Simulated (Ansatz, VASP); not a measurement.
**Two plane-wave programs on BP**

```
B P
1.0
     0.00000    2.22292    2.25134
     2.22292    0.00000    2.25134
     2.22292    2.22292    0.00000
B P
1 1
Direct
  0.00000 0.00000 0.00000
  0.25000 0.25000 0.25000
```

Change from the starting cell: strained cell.

Alike in both runs: functional LDA; k mesh 10 × 10 × 10; occupations gaussian, width 0.02 eV; no spin polarisation.

Ansatz relaxed the structure, and its values are those at the end. VASP's run is a single point on that final structure, the one shown.

|  | VASP | Ansatz |
| --- | --- | --- |
| version | VASP 6.6.1 | Ansatz 0.2.0 |
| potentials or method | VASP PAW LDA potentials, release 64 (B, P), cutoff 500 eV | scalar-relativistic, plane waves, PAW |
| valence electrons in the cell | 8 | 8 |

Ansatz gave:

```
gap on the k mesh at the Fermi level (eV) : 1.03
least direct gap on the mesh (eV)         : 3.39
pressure (GPa)                            : 3.1
```

Q: What did VASP give for the same quantities?

A: gap on the k mesh at the Fermi level (eV): 1.03; least direct gap on the mesh (eV): 3.39; pressure (GPa): 3.0.

Ansatz warns that its potentials were made for another functional, while VASP's fit it. LDA's correlation is that of Perdew and Zunger in VASP and of Perdew and Wang (1992) in Ansatz. Ansatz's warnings: stress scf threshold loose.
